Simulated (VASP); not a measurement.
# SiC (Moissanite) (P6_3mc) in VASP: settings compared

Aim: see how the results for SiC (Moissanite) move with the level of theory and the settings. Levels: LDA, RPBE+D4. Tasks: single point.

Everything below comes from runs of VASP 6.6.1. Logs are shortened: lines on timing, memory, paths and dates and some standing lists are left out, and cuts for length are marked.

## (1) The cell of the first run

The structure is hexagonal, space group P6_3mc (No. 186). The conventional cell has a = 3.096 Å, b = 3.096 Å, c = 5.081 Å, α = 90.00°, β = 90.00°, γ = 120.00°. Within 2.5 Å of Si (site symmetry 3m) lie 4 C at 1.88 to 1.96 Å. C (site symmetry 3m) has 4 Si at 1.88 to 1.96 Å within 2.5 Å.

## (2) Single point, LDA

The input, INCAR:

```
  PREC = Accurate
  ENCUT = 520
  EDIFF = 1E-6
  ISMEAR = -1
  SIGMA = 0.05
  LREAL = F
  LASPH = T
  NELM = 100
  ALGO = Normal
  ISIF = 2
  LWAVE = F
  LCHARG = T
  GGA = CA
  LELF = T
  LVHAR = T
  NBANDS = 16
```

The input, KPOINTS:

```
Automatic mesh
0
Gamma
  10 10 5
```

The input, POSCAR:

```
SiC
1.0
    3.0963714546      0.0000000000      0.0000000000
   -1.5481857273      2.6815363392      0.0000000000
    0.0000000000      0.0000000000      5.0814314379
Si C
2 2
Direct
    0.6666666667      0.3333333333      0.5000000000
    0.3333333333      0.6666666667      0.0000000000
    0.6666666667      0.3333333333      0.8850000000
    0.3333333333      0.6666666667      0.3850000000
```

Potentials or basis: VASP PAW LDA potentials, release 64 (Si, C).

Run with:

```console
cat potpaw_LDA.64/Si/POTCAR potpaw_LDA.64/C/POTCAR > POTCAR
mpirun -np 1 vasp_std > vasp.out
```

OUTCAR:

```text
PREC = Accurate
   ENCUT = 520
   EDIFF = 1E-6
   ISMEAR = -1
   LREAL = F
   LASPH = T
   NELM = 100
   ISIF = 2
   GGA = CA

 ion  position               nearest neighbor table
   1  0.667  0.333  0.500-   4 1.88   4 1.88   4 1.88   3 1.96   2 3.11   2 3.11   2 3.11   2 3.11
                             2 3.11   2 3.11
   2  0.333  0.667  0.000-   3 1.88   3 1.88   3 1.88   4 1.96   1 3.11   1 3.11   1 3.11   1 3.11
                             1 3.11   1 3.11
   3  0.667  0.333  0.885-   2 1.88   2 1.88   2 1.88   1 1.96
   4  0.333  0.667  0.385-   1 1.88   1 1.88   1 1.88   2 1.96

  LATTYP: Found a hexagonal cell.
 ALAT       =     3.0963714546
 C/A-ratio  =     1.6410923277

  Lattice vectors:

 A1 = (   3.0963714546,   0.0000000000,   0.0000000000)
 A2 = (  -1.5481857273,   2.6815363392,   0.0000000000)
 A3 = (   0.0000000000,   0.0000000000,   5.0814314379)

Analysis of symmetry for initial positions (statically):
=====================================================================
 Subroutine PRICEL returns:
 Original cell was already a primitive cell.

 Routine SETGRP: Setting up the symmetry group for a
 hexagonal supercell.

 Subroutine GETGRP returns: Found 12 space group operations
 (whereof  6 operations were pure point group operations)
 out of a pool of 24 trial point group operations.

The static configuration has the point symmetry C_3v.
 The point group associated with its full space group is C_6v.

Analysis of symmetry for dynamics (positions and initial velocities):
=====================================================================
 Subroutine PRICEL returns:
 Original cell was already a primitive cell.

 Routine SETGRP: Setting up the symmetry group for a
 hexagonal supercell.

 Subroutine GETGRP returns: Found 12 space group operations
 (whereof  6 operations were pure point group operations)
 out of a pool of 24 trial point group operations.

The dynamic configuration has the point symmetry C_3v.
 The point group associated with its full space group is C_6v.

 Subroutine INISYM returns: Found 12 space group operations
 (whereof  6 operations are pure point group operations),
 and found     1 'primitive' translations

----------------------------------------------------------------------------------------

                                     Primitive cell

  volume of cell :      42.1913
[... 88 lines left out ...]
   LNONCOLLINEAR =      F non collinear calculations
   LSORBIT =      F    spin-orbit coupling
   LASPH  =      T    aspherical Exc in radial PAW
   ENCUT  =  520.0 eV  38.22 Ry    6.18 a.u.   5.76  5.76  9.45*2*pi/ulx,y,z
   NELM   =    100;   NELMIN=  2; NELMDL= -5     # of ELM steps
   EDIFF  = 0.1E-05   stopping-criterion for ELM
   LREAL  =      F    real-space projection
   EDIFFG = 0.1E-04   stopping-criterion for IOM
   NSW    =      0    number of steps for IOM
   IBRION =     -1    ionic relax: 0-MD 1-quasi-New 2-CG
   NFREE  =      0    steps in history (QN), initial steepest desc. (CG)
   ISIF   =      2    stress and relaxation
   ISYM   =      2    0-nonsym 1-usesym 2-fastsym
   POTIM  = 0.5000    time-step for ionic-motion
   TEBEG  =    0.0;   TEEND  =   0.0 temperature during run
   PSTRESS=    0.0 pullay stress
   NELECT =      16.0000    total number of electrons
   NUPDOWN=      -1.0000    fix difference up-down
   EMIN   =  10.00;   EMAX   =-10.00  energy-range for DOS
   EFERMI =   0.00;   METHOD = LEGACY
   ISMEAR =    -1;   SIGMA  =   0.05  broadening in eV -4-tet -1-fermi 0-gaus
   EFERMI_NEDOS =   21; number of points for ismear=-14 and -15
   IALGO  =     38    algorithm
   IMIX   =      4    mixing-type and parameters
     AMIX     =   0.40;   BMIX     =  1.00
     AMIX_MAG =   1.60;   BMIX_MAG =  1.00
  volume/ion in A,a.u.               =      10.55        71.18
  Fermi-wavevector in a.u.,A,eV,Ry     =   1.184970  2.239268 19.104662  1.404153
  Thomas-Fermi vector in A             =   2.321173
   LORBIT       =      0    0 simple, 1 ext, 2 COOP (PROOUT), +10 PAW based schemes
   GGA     = CA    functional components
   LHFCALC =     F    Hartree Fock is set to
   AEXX    =    0.0000 exact exchange contribution
   IVDW    =     0    specifies the selected vdW correction
   LEPSILON=     F    determine dielectric tensor
   LRPA    =     F    only Hartree local field effects (RPA)
 non-spin polarized calculation
  energy-cutoff  :      520.00
  volume of cell :       42.19
 maximum number of plane-waves:      1148
 NGX is ok and might be reduce to    24
   NGX = 11   NGY = 11   NGZ = 19

 number of electron      16.0000001 magnetization

 Free energy of the ion-electron system (eV)
  ---------------------------------------------------
  ext. energy  EPLUGINS =         0.00000000
  ---------------------------------------------------
  free energy    TOTEN  =       -33.20339314 eV

  energy without entropy =      -33.20339313  energy(sigma->0) =      -33.20339314

 E-fermi :   9.0355     XC(G=0): -11.4656

 val. band max:        8.1342566819   @ k =   0.0000   0.0000   0.0000
 cond. band min:      10.5216584443   @ k =   0.3000   0.3000   0.0000
 fundamental gap:      2.3874017624
 Fermi energy:         9.0354701595

 k-point     1 :       0.0000    0.0000    0.0000
  band No.  band energies     occupation
      1      -7.3422      2.00000
      2      -3.8651      2.00000
      3      -0.4605      2.00000
      4       6.5919      2.00000
      5       6.5919      2.00000
      6       7.8605      2.00000
[... 433 lines left out ...]
      3      -0.0980      2.00000
      4       1.3869      2.00000
      5       3.4373      2.00000
      6       4.2348      2.00000
[... 8 lines left out ...]
     15      19.1472      0.00000
     16      20.4528      0.00000

 [... further k-points ...]
[... 5 lines left out ...]
  --------------------------------------------------------------------------------------
  -------------------------------------------------------------------------------------
  Total       -1.7183825     -1.7183825     -2.6402440      0.0000000      0.0000000      0.0000000
  in kB      -65.2540713    -65.2540713   -100.2609546      0.0000000      0.0000000      0.0000000
  external PRESSURE =     -76.9230324 kB  Pullay stress =       0.0000000 kB

 VOLUME and BASIS-vectors are now :
 -----------------------------------------------------------------------------
  energy-cutoff  :      520.00
  volume of cell :       42.19
      direct lattice vectors                 reciprocal lattice vectors
     3.096371455  0.000000000  0.000000000     0.322958668  0.186460274  0.000000000
    -1.548185727  2.681536339  0.000000000     0.000000000  0.372920548  0.000000000
     0.000000000  0.000000000  5.081431438     0.000000000  0.000000000  0.196794941

 POSITION                                       TOTAL-FORCE (eV/Angst)
 -----------------------------------------------------------------------------------
      1.54819      0.89385      2.54072        -0.000000      0.000000      0.704607
     -0.00000      1.78769      0.00000         0.000000     -0.000000      0.704607
      1.54819      0.89385      4.49707        -0.000000     -0.000000     -0.704607
     -0.00000      1.78769      1.95635         0.000000      0.000000     -0.704607
 -----------------------------------------------------------------------------------
    total drift:                               -0.000000      0.000000      0.000303

  FREE ENERGIE OF THE ION-ELECTRON SYSTEM (eV)
  ---------------------------------------------------
  free  energy   TOTEN  =       -33.2033931351 eV

  energy  without entropy=      -33.2033931350  energy(sigma->0) =      -33.20339314
```

OSZICAR:

```text
N       E                     dE             d eps       ncg     rms          rms(c)
DAV:   1     0.210164349178E+02    0.21016E+02   -0.71541E+03  1344   0.897E+02
DAV:   2    -0.346705772463E+02   -0.55687E+02   -0.51392E+02  1912   0.155E+02
DAV:   3    -0.371690427198E+02   -0.24985E+01   -0.24900E+01  1784   0.305E+01
DAV:   4    -0.371892697190E+02   -0.20227E-01   -0.20224E-01  1688   0.342E+00
DAV:   5    -0.371894869800E+02   -0.21726E-03   -0.21725E-03  1768   0.332E-01    0.126E+01
DAV:   6    -0.333374383782E+02    0.38520E+01   -0.69691E+00  1720   0.162E+01    0.573E+00
DAV:   7    -0.332490545351E+02    0.88384E-01   -0.11406E+00  1880   0.620E+00    0.241E+00
DAV:   8    -0.332090361797E+02    0.40018E-01   -0.60116E-02  1512   0.149E+00    0.687E-01
DAV:   9    -0.332033132388E+02    0.57229E-02   -0.78751E-03  1792   0.607E-01    0.114E-01
DAV:  10    -0.332033883924E+02   -0.75154E-04   -0.64124E-04  1592   0.154E-01    0.634E-02
DAV:  11    -0.332033940174E+02   -0.56250E-05   -0.24854E-05  1800   0.360E-02    0.155E-02
DAV:  12    -0.332033931351E+02    0.88231E-06   -0.61863E-06  1736   0.154E-02
   1 F= -.33203393E+02 E0= -.33203393E+02  d E =-.903573E-10
```

Run time: 36 s. Hardware: 1 thread of Intel Xeon 8259CL, shared host; peak memory 0.15 GiB.

What came out:

```yaml
Free_energy: -33.2034 eV
Pressure: -7.7 GPa
Largest_force: 0.705 eV/Å
Band_gap_on_the_k_mesh: 2.39 eV, indirect (least direct gap 3.93 eV)
```

Forces on the atoms (eV/Å):
```
Si   0.000  0.000  0.705
Si   0.000  0.000  0.705
C    0.000  0.000 -0.705
C    0.000  0.000 -0.705
```

A k mesh can miss the band edges.

## (3) Single point, RPBE+D4

The input, INCAR:

```
  PREC = Accurate
  ENCUT = 520
  EDIFF = 1E-6
  ISMEAR = -1
  SIGMA = 0.05
  LREAL = F
  LASPH = T
  NELM = 80
  ALGO = Normal
  ISIF = 2
  LWAVE = F
  LCHARG = F
  GGA = RP
  IVDW = 13
  NBANDS = 16
```

KPOINTS is that of step 2.

POSCAR is that of step 2.

Potentials or basis: VASP PAW PBE potentials, release 64 (Si, C).

Run with:

```console
cat potpaw_PBE.64/Si/POTCAR potpaw_PBE.64/C/POTCAR > POTCAR
mpirun -np 1 vasp_std > vasp.out
```

It took 42 s on 1 thread of Intel Xeon 8259CL, shared host; peak memory 0.16 GiB.

Results (log left out):

```yaml
Free_energy: -31.4064 eV
Pressure: -7.4 GPa
Largest_force: 0.704 eV/Å
Band_gap_on_the_k_mesh: 2.55 eV, indirect (least direct gap 4.07 eV)
Dispersion_energy_per_atom: -0.702 eV
```

Forces in eV/Å, atoms in the order of the input:
```
Si   0.000  0.000  0.704
Si   0.000  0.000  0.704
C    0.000  0.000 -0.704
C    0.000  0.000 -0.704
```

Stress tensor (GPa, compression positive):
```
-6.22  0.00  0.00
 0.00 -6.22  0.00
 0.00  0.00 -9.84
```

Levels at points of the mesh, in eV from the valence-band top:
| k point | band 5 | band 6 | band 7 | band 8 | band 9 | band 10 | band 11 | band 12 |
| --- | --- | --- | --- | --- | --- | --- | --- | --- |
| (0.00, 0.00, 0.00) | -1.54 | -0.28 | -0.28 | 0.00 | 4.49 | 5.85 | 6.43 | 6.43 |
| (0.50, 0.00, 0.00) | -5.35 | -3.50 | -3.19 | -1.48 | 2.60 | 4.19 | 6.64 | 7.14 |

Caveat: the PAW data sets were made with another functional, which shifts forces and pressure a little. A hybrid or GW would open this gap; RPBE tends to underestimate it.

## (4) Single point, LDA

This run uses another cell than the first one, of 10.96 Å³/atom, 1.039 times its volume.

The input, INCAR:

```
PREC     = Accurate       # precision mode
ENCUT    = 520            # plane-wave cutoff, eV
EDIFF    = 1E-7           # SCF threshold, eV
ISMEAR   = -1             # smearing method
SIGMA    = 0.05           # smearing width, eV
LREAL    = False          # projectors in reciprocal space
LASPH    = True           # aspherical terms in the spheres
NELM     = 80             # most SCF steps
ALGO     = Normal         # electronic algorithm
ISIF     = 2              # what is computed and relaxed
LWAVE    = False          # write WAVECAR
LCHARG   = False          # write CHGCAR
GGA      = CA             # functional
NBANDS   = 16             # bands
```

The input, KPOINTS:

```
regular mesh
0
Gamma
  10 10 5
```

The input, POSCAR:

```
SiC
1.0
    3.1363290418      0.0000000000      0.0000000000
   -1.5681645209      2.7161406248      0.0000000000
    0.0000000000      0.0000000000      5.1470055276
Si C
2 2
Direct
    0.6666666667      0.3333333333      0.5000000000
    0.3333333333      0.6666666667      0.0000000000
    0.6666666667      0.3333333333      0.8850000000
    0.3333333333      0.6666666667      0.3850000000
```

Potentials or basis: VASP PAW LDA potentials, release 64 (Si, C).

Run with:

```console
cat potpaw_LDA.64/Si/POTCAR potpaw_LDA.64/C/POTCAR > POTCAR
mpirun -np 1 vasp_std > vasp.out
```

Wall time 33 s (1 thread of Intel Xeon 8259CL, shared host); peak memory 0.15 GiB.

The run converged. Its results:

| Item | Value |
| --- | --- |
| Free energy | -33.0871 eV |
| Pressure | -14.7 GPa |
| Largest force | 0.648 eV/Å |
| Band gap on the k mesh | 2.38 eV, indirect (least direct gap 3.85 eV) |

Forces in eV/Å, atoms in the order of the input:
```
Si   0.000  0.000  0.648
Si   0.000  0.000  0.648
C    0.000  0.000 -0.648
C    0.000  0.000 -0.648
```

Stress tensor (GPa, compression positive):
```
-14.02   0.00   0.00
  0.00 -14.02   0.00
  0.00   0.00 -16.19
```

Levels at points of the mesh, in eV from the valence-band top:
```csv
k point,band 5,band 6,band 7,band 8,band 9,band 10,band 11,band 12
"(0.00, 0.00, 0.00)",-1.52,-0.28,-0.28,0.00,4.09,5.43,6.07,6.07
"(0.50, 0.00, 0.00)",-5.23,-3.43,-3.12,-1.47,2.38,4.04,6.22,6.90
```

(Continued in part 2 of 3.)
